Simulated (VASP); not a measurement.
Runs of VASP 6.6.1 on Na. The structure is that of space group P6_3/mmc (No. 194), or close to it. The cells are those of the table. This isn't the form of Na at room conditions, which is bcc.

| task | cell | gap on the mesh (eV) | pressure (GPa) |
| --- | --- | --- | --- |
| single point | a = 3.767, b = 3.767, c = 6.031 Å, angles 90.0, 90.0, 120.0°, 2 atoms | none | -0.1 |
| single point | a = 3.780, b = 3.780, c = 6.174 Å, angles 90.0, 90.0, 120.0°, 2 atoms | none | -0.3 |
| single point | a = 3.792, b = 3.792, c = 6.195 Å, angles 90.0, 90.0, 120.0°, 2 atoms | none | (a) |
| electric field gradients | a = 3.754, b = 3.754, c = 6.133 Å, angles 90.0, 90.0, 120.0°, 2 atoms | none | -0.2 |
| single point | a = 3.767, b = 3.767, c = 6.092 Å, angles 90.0, 90.0, 120.0°, 2 atoms | none | -0.2 |
| single point | a = 3.716, b = 3.716, c = 6.071 Å, angles 90.0, 90.0, 120.0°, 2 atoms | none | 0.0 |
| single point | a = 3.767, b = 3.767, c = 6.216 Å, angles 90.0, 90.0, 120.0°, 2 atoms | none | -0.3 |
| electric field gradients | a = 3.690, b = 3.690, c = 6.028 Å, angles 90.0, 90.0, 120.0°, 2 atoms | none | 0.2 |

Alike in all rows: level PBEsol; potentials or basis VASP PAW PBE potentials, release 64 (Na_pv); no spin polarisation; k mesh 13 × 13 × 7; cutoff (eV) 520; smearing fermi-dirac 0.05 eV.

Fill in the values left out.

(a) -0.4.

Caveats: the PAW data sets were made with another functional, which shifts forces and pressure a little.

A gap of «none» marks levels without a gap at the run's occupations.
